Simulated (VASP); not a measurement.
# MnHg (P4/mmm) in VASP: electric field gradients with PBE

Aim: the electric field gradients of MnHg with PBE.

Program: VASP 6.6.1. These are calculated values, not measurements. Logs are shortened: lines on timing, memory, paths and dates and some standing lists are left out, and cuts for length are marked.

## 1. The cell of the first run

It takes space group P4/mmm (No. 123, tetragonal). The conventional cell has a = 3.288 Å, b = 3.288 Å, c = 3.313 Å, α = 90.00°, β = 90.00°, γ = 90.00°. Within 3.8 Å of Mn (site symmetry 4/mmm) lie 8 Hg at 2.85 Å and 6 Mn at 3.29 to 3.31 Å. Within 3.8 Å of Hg (site symmetry 4/mmm) lie 8 Mn at 2.85 Å and 6 Hg at 3.29 to 3.31 Å.

## 2. Electric field gradients, PBE, collinear spin, ferromagnetic start

INCAR

```
PREC = Accurate
ENCUT = 520
EDIFF = 1E-8
ISMEAR = -1
SIGMA = 0.05
LREAL = False
LASPH = True
NELM = 150
ALGO = Normal
ISIF = 2
LWAVE = False
LCHARG = False
ISPIN = 2
MAGMOM = 4 0
LORBIT = 11
LMAXMIX = 4
GGA = PE
LEFG = True
NBANDS = 24
```

KPOINTS

```
regular mesh
0
Gamma
  10 10 10
```

POSCAR

```
MnHg
1.0
    3.2880000000      0.0000000000      0.0000000000
    0.0000000000      3.2880000000      0.0000000000
    0.0000000000      0.0000000000      3.3130000000
Mn Hg
1 1
Direct
    0.5000000000      0.5000000000      0.5000000000
    0.0000000000      0.0000000000      0.0000000000
```

Potentials or basis: VASP PAW PBE potentials, release 64 (Mn_pv, Hg).

Started as:

```bash
> cat potpaw_PBE.64/Mn_pv/POTCAR potpaw_PBE.64/Hg/POTCAR > POTCAR
> mpirun -np 1 vasp_std > vasp.out
```

OUTCAR:

```text
PREC = Accurate
   ENCUT = 520
   EDIFF = 1E-8
   ISMEAR = -1
   LREAL = False
   LASPH = True
   NELM = 150
   ISIF = 2
   ISPIN = 2
   LORBIT = 11
   GGA = PE

 ion  position               nearest neighbor table
   1  0.500  0.500  0.500-   2 2.85   2 2.85   2 2.85   2 2.85   2 2.85   2 2.85   2 2.85   2 2.85

   2  0.000  0.000  0.000-   1 2.85   1 2.85   1 2.85   1 2.85   1 2.85   1 2.85   1 2.85   1 2.85

  LATTYP: Found a simple tetragonal cell.
 ALAT       =     3.2880000000
 C/A-ratio  =     1.0076034063

  Lattice vectors:

 A1 = (   3.2880000000,   0.0000000000,   0.0000000000)
 A2 = (   0.0000000000,   3.2880000000,   0.0000000000)
 A3 = (   0.0000000000,   0.0000000000,   3.3130000000)

Analysis of symmetry for initial positions (statically):
=====================================================================
 Subroutine PRICEL returns:
 Original cell was already a primitive cell.

 Routine SETGRP: Setting up the symmetry group for a
 simple tetragonal supercell.

 Subroutine GETGRP returns: Found 16 space group operations
 (whereof 16 operations were pure point group operations)
 out of a pool of 16 trial point group operations.

The static configuration has the point symmetry D_4h.

Analysis of symmetry for dynamics (positions and initial velocities):
=====================================================================
 Subroutine PRICEL returns:
 Original cell was already a primitive cell.

 Routine SETGRP: Setting up the symmetry group for a
 simple tetragonal supercell.

 Subroutine GETGRP returns: Found 16 space group operations
 (whereof 16 operations were pure point group operations)
 out of a pool of 16 trial point group operations.

The dynamic configuration has the point symmetry D_4h.

Analysis of structural, dynamic, and magnetic symmetry:
=====================================================================
 Subroutine PRICEL returns:
 Original cell was already a primitive cell.

 Routine SETGRP: Setting up the symmetry group for a
 simple tetragonal supercell.

 Subroutine GETGRP returns: Found 16 space group operations
 (whereof 16 operations were pure point group operations)
 out of a pool of 16 trial point group operations.

The overall configuration has the point symmetry D_4h.

 Subroutine INISYM returns: Found 16 space group operations
 (whereof 16 operations are pure point group operations),
 and found     1 'primitive' translations

----------------------------------------------------------------------------------------

                                     Primitive cell

  volume of cell :      35.8167

  direct lattice vectors                    reciprocal lattice vectors
     3.288000000  0.000000000  0.000000000     0.304136253  0.000000000  0.000000000
     0.000000000  3.288000000  0.000000000     0.000000000  0.304136253  0.000000000
     0.000000000  0.000000000  3.313000000     0.000000000  0.000000000  0.301841232

  length of vectors
     3.288000000  3.288000000  3.313000000     0.304136253  0.304136253  0.301841232

  position of ions in fractional coordinates (direct lattice)
     0.500000000  0.500000000  0.500000000
     0.000000000  0.000000000  0.000000000

  ion indices of the primitive-cell ions
   primitive index   ion index
                 1           1
                 2           2

----------------------------------------------------------------------------------------

 KPOINTS: regular mesh

Automatic generation of k-mesh.
 Grid dimensions read from file:
 generate k-points for:   10   10   10

 Generating k-lattice:

  Cartesian coordinates                     Fractional coordinates (reciprocal lattice)
[... 54 lines left out ...]
   ISPIN  =      2    spin polarized calculation?
   LNONCOLLINEAR =      F non collinear calculations
   LSORBIT =      F    spin-orbit coupling
   LASPH  =      T    aspherical Exc in radial PAW
   ENCUT  =  520.0 eV  38.22 Ry    6.18 a.u.   6.11  6.11  6.16*2*pi/ulx,y,z
   NELM   =    150;   NELMIN=  2; NELMDL= -5     # of ELM steps
   EDIFF  = 0.1E-07   stopping-criterion for ELM
   LREAL  =      F    real-space projection
   EDIFFG = 0.1E-06   stopping-criterion for IOM
   NSW    =      0    number of steps for IOM
   IBRION =     -1    ionic relax: 0-MD 1-quasi-New 2-CG
   NFREE  =      0    steps in history (QN), initial steepest desc. (CG)
   ISIF   =      2    stress and relaxation
   ISYM   =      2    0-nonsym 1-usesym 2-fastsym
   POTIM  = 0.5000    time-step for ionic-motion
   TEBEG  =    0.0;   TEEND  =   0.0 temperature during run
   PSTRESS=    0.0 pullay stress
   NELECT =      25.0000    total number of electrons
   NUPDOWN=      -1.0000    fix difference up-down
   EMIN   =  10.00;   EMAX   =-10.00  energy-range for DOS
   EFERMI =   0.00;   METHOD = LEGACY
   ISMEAR =    -1;   SIGMA  =   0.05  broadening in eV -4-tet -1-fermi 0-gaus
   EFERMI_NEDOS =   21; number of points for ismear=-14 and -15
   IALGO  =     38    algorithm
   IMIX   =      4    mixing-type and parameters
     AMIX     =   0.40;   BMIX     =  1.00
     AMIX_MAG =   1.60;   BMIX_MAG =  1.00
  volume/ion in A,a.u.               =      17.91       120.85
  Fermi-wavevector in a.u.,A,eV,Ry     =   1.452200  2.744260 28.693127  2.108885
  Thomas-Fermi vector in A             =   2.569610
   LORBIT       =     11    0 simple, 1 ext, 2 COOP (PROOUT), +10 PAW based schemes
   GGA     = PE    functional components
   LHFCALC =     F    Hartree Fock is set to
   AEXX    =    0.0000 exact exchange contribution
   IVDW    =     0    specifies the selected vdW correction
   LEPSILON=     F    determine dielectric tensor
   LRPA    =     F    only Hartree local field effects (RPA)
 spin polarized calculation
  energy-cutoff  :      520.00
  volume of cell :       35.82
 maximum number of plane-waves:       984
   NGX = 13   NGY = 13   NGZ = 13

 number of electron      25.0000000 magnetization       3.8622390

 Free energy of the ion-electron system (eV)
  ---------------------------------------------------
  ext. energy  EPLUGINS =         0.00000000
  ---------------------------------------------------
  free energy    TOTEN  =        -8.49103909 eV

  energy without entropy =       -8.47473266  energy(sigma->0) =       -8.48288587

 E-fermi :   5.6926     XC(G=0): -11.7762

 val. band max:        5.6827066340   @ k =   0.1000   0.0000   0.5000
 cond. band min:       5.6954503972   @ k =   0.2000   0.2000   0.4000
 fundamental gap:      0.0127437632
 Fermi energy:         5.6925582692

 spin component 1

 k-point     1 :       0.0000    0.0000    0.0000
  band No.  band energies     occupation
      1     -44.4454      1.00000
      2     -44.4407      1.00000
      3     -44.4407      1.00000
      4      -4.0820      1.00000
      5      -2.6680      1.00000
      6      -2.6563      1.00000
[... 637 lines left out ...]
     23      22.3706      0.00000
     24      24.2228      0.00000

 [... further k-points ...]

 spin component 2

 k-point     1 :       0.0000    0.0000    0.0000
  band No.  band energies     occupation
      1     -40.4424      1.00000
      2     -40.4390      1.00000
      3     -40.4390      1.00000
      4      -3.8701      1.00000
      5      -2.6523      1.00000
      6      -2.6384      1.00000
[... 637 lines left out ...]
     23      22.7897      0.00000
     24      24.6592      0.00000

 [... further k-points ...]
[... 5 lines left out ...]
  --------------------------------------------------------------------------------------
  -------------------------------------------------------------------------------------
  Total        0.4741791      0.4741791      0.4848473      0.0000000     -0.0000000      0.0000000
  in kB       21.2113339     21.2113339     21.6885488      0.0000000     -0.0000000      0.0000000
  external PRESSURE =      21.3704055 kB  Pullay stress =       0.0000000 kB

 VOLUME and BASIS-vectors are now :
 -----------------------------------------------------------------------------
  energy-cutoff  :      520.00
  volume of cell :       35.82
      direct lattice vectors                 reciprocal lattice vectors
     3.288000000  0.000000000  0.000000000     0.304136253  0.000000000  0.000000000
     0.000000000  3.288000000  0.000000000     0.000000000  0.304136253  0.000000000
     0.000000000  0.000000000  3.313000000     0.000000000  0.000000000  0.301841232

 POSITION                                       TOTAL-FORCE (eV/Angst)
 -----------------------------------------------------------------------------------
      1.64400      1.64400      1.65650         0.000000      0.000000      0.000000
      0.00000      0.00000      0.00000         0.000000      0.000000      0.000000
 -----------------------------------------------------------------------------------
    total drift:                                0.000000      0.000000     -0.000000

  FREE ENERGIE OF THE ION-ELECTRON SYSTEM (eV)
  ---------------------------------------------------
  free  energy   TOTEN  =        -8.4910390858 eV

  energy  without entropy=       -8.4747326578  energy(sigma->0) =       -8.48288587

 Electric field gradients (V/A^2)
---------------------------------------------------------------------
 ion       V_xx      V_yy      V_zz      V_xy      V_xz      V_yz
---------------------------------------------------------------------
   1      -0.344    -0.344     0.687    -0.000     0.000     0.000
   2       0.693     0.693    -1.386    -0.000     0.000     0.000
---------------------------------------------------------------------

 Electric field gradients after diagonalization (V/A^2)
 (convention: |V_zz| > |V_xx| > |V_yy|)
----------------------------------------------------------------------
 ion       V_xx      V_yy      V_zz     asymmetry (V_yy - V_xx)/ V_zz
----------------------------------------------------------------------
   1      -0.344    -0.344     0.687       0.000
   2       0.693     0.693    -1.386       0.000
----------------------------------------------------------------------

           NMR quadrupolar parameters

 Cq : quadrupolar parameter    Cq=e*Q*V_zz/h
 eta: asymmetry parameters     (V_yy - V_xx)/ V_zz
 Q  : nuclear electric quadrupole moment in mb (millibarn)
----------------------------------------------------------------------
 ion       Cq(MHz)       eta       Q (mb)
----------------------------------------------------------------------
   1       0.002       0.000       1.000
   2      -0.003       0.000       1.000
----------------------------------------------------------------------

 total charge

# of ion       s       p       d       tot
------------------------------------------
    1        0.252   6.179   4.987  11.419
    2        0.815   0.531   9.257  10.603
--------------------------------------------------
tot          1.067   6.710  14.244  22.021

 magnetization (x)

# of ion       s       p       d       tot
------------------------------------------
    1        0.027   0.016   3.741   3.784
    2       -0.047  -0.060   0.048  -0.059
--------------------------------------------------
tot         -0.020  -0.044   3.789   3.725
```

Run time: 67 s. Hardware: 1 thread of Intel Xeon 6975P-C (Granite Rapids), shared host; peak memory 0.28 GiB.

What came out:

```
Free energy                                           : -8.4910 eV
Pressure                                              : 2.1 GPa
Net moment                                            : 3.86 μB per cell
Site moments                                          : Mn +3.78; Hg -0.06 μB
Valence electrons inside the program's atomic spheres : Mn 11.42; Hg 10.60
```

Electric field gradients, principal values (V/Å²):
```csv
atom,least,middle,greatest (by size)
1 Mn,-0.344,-0.344,0.687
2 Hg,0.693,0.693,-1.386
```

Caveat: without QUAD_EFG the Cq values of the log hold for a quadrupole moment of 1 mb, not for the nuclei; spin-orbit coupling is left out, which moves the levels of the heavy elements.
